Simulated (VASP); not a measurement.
A run of VASP 6.6.1:

POSCAR

```
Al16HO24
1.0
   -4.7540000000     -2.7447230000      4.3273330000
    4.7540000000     -2.7447230000      4.3273330000
    0.0000000000      5.4894460000      4.3273330000
Al O H
16 24 1
Direct
    0.3577388512      0.3498507570      0.3563451525
    0.1465832405      0.1419976284      0.1458206435
    0.6397608947      0.6632148282      0.6529634202
    0.8413067123      0.8473647687      0.8447365095
    0.8515114812      0.8608509848      0.3554931855
    0.6579908885      0.6463165090      0.1464013878
    0.1529328496      0.1417212383      0.6449546734
    0.3538314656      0.3529269641      0.8486568804
    0.8520300908      0.3508731704      0.8453560246
    0.6506474479      0.1530664635      0.6529569757
    0.1490392063      0.6522365139      0.1434170039
    0.3487415528      0.8489729369      0.3473018056
    0.3581600729      0.8593380283      0.8531999478
    0.1435188320      0.6428246797      0.6428508674
    0.6476804709      0.1496998231      0.1560244937
    0.8636321732      0.3469304483      0.3549281785
    0.3838247950      0.6073207983      0.7528847367
    0.7442572739      0.4028605553      0.5897718439
    0.5929373060      0.7462397881      0.4126409425
    0.5871252195      0.3977688879      0.2390699370
    0.2545050635      0.5943241632      0.3962332632
    0.4071452596      0.2484788734      0.5890223963
    0.9072166604      0.0988447630      0.7509792296
    0.2665345286      0.9088357486      0.6018213556
    0.1049250808      0.2461955899      0.4007743187
    0.0979272810      0.8997783538      0.2498295098
    0.7677576061      0.0858686704      0.4216395743
    0.8952911277      0.7521905808      0.6117158157
    0.9132925533      0.5909114006      0.2654772793
    0.2314465934      0.3997049022      0.0939140355
    0.0872983196      0.7631081640      0.8924452914
    0.0967442272      0.3969545764      0.7369899370
    0.7393486094      0.5856043940      0.9192237217
    0.8964082447      0.2367111475      0.1037625395
    0.4070169517      0.0943118612      0.2529232865
    0.7544045703      0.9008075993      0.0973684615
    0.5986342827      0.2454159402      0.8948961443
    0.5995157446      0.9134408603      0.7614696987
    0.2591878336      0.0875008332      0.9044745786
    0.3954962544      0.7629342014      0.0901676992
    0.0070266686      0.5089408462     -0.0218987662
```

The input INCAR.step1:

```
  PREC = Accurate
  ENCUT = 520
  ISMEAR = -1
  SIGMA = 0.05
  LREAL = Auto
  LASPH = T
  NELM = 150
  ISPIN = 2
  MAGMOM = 0 0 0 0 0 0 0 0 0 0 0 0 0 0 0 0 0 0 0 0 0 0 0 0 0 0 0 0 0 0 0 0 0 0 0 0 0 0 0 0 0.57
  NBANDS = 126
  GGA = PE
  ALGO = Normal
  EDIFF = 1E-4
  LWAVE = T
  LCHARG = F
```

File INCAR.step2:

```
  PREC = Accurate
  ENCUT = 520
  EDIFF = 1E-6
  ISMEAR = -1
  SIGMA = 0.05
  LREAL = Auto
  LASPH = T
  NELM = 150
  ALGO = Normal
  ISIF = 2
  LWAVE = F
  LCHARG = F
  ISPIN = 2
  MAGMOM = 0 0 0 0 0 0 0 0 0 0 0 0 0 0 0 0 0 0 0 0 0 0 0 0 0 0 0 0 0 0 0 0 0 0 0 0 0 0 0 0 0.57
  LORBIT = 11
  METAGGA = R2SCAN
  LMIXTAU = T
  IVDW = 12
  VDW_S6 = 1.0
  VDW_S8 = 0.78981345
  VDW_A1 = 0.49484001
  VDW_A2 = 5.73083694
  NBANDS = 126
  ISTART = 1
```

File KPOINTS:

```
Automatic mesh
0
Gamma
  1 1 1
```

Potentials or basis: VASP PAW PBE potentials, release 64 (Al, O, H).

Run with:

```sh
$ cat potpaw_PBE.64/Al/POTCAR potpaw_PBE.64/O/POTCAR potpaw_PBE.64/H/POTCAR > POTCAR
$ cp INCAR.step1 INCAR
$ mpirun -np 1 vasp_gam > vasp.out
$ cp INCAR.step2 INCAR
$ mpirun -np 1 vasp_gam > vasp.out
```

Hardware: 1 thread of AMD EPYC 7R13, with other jobs on the host.

Task: Estimate the wall time of this run.

Result: Wall time 8.8 min on 1 thread of AMD EPYC 7R13 (shared host), peak memory 0.62 GiB. Counts: k points 1.
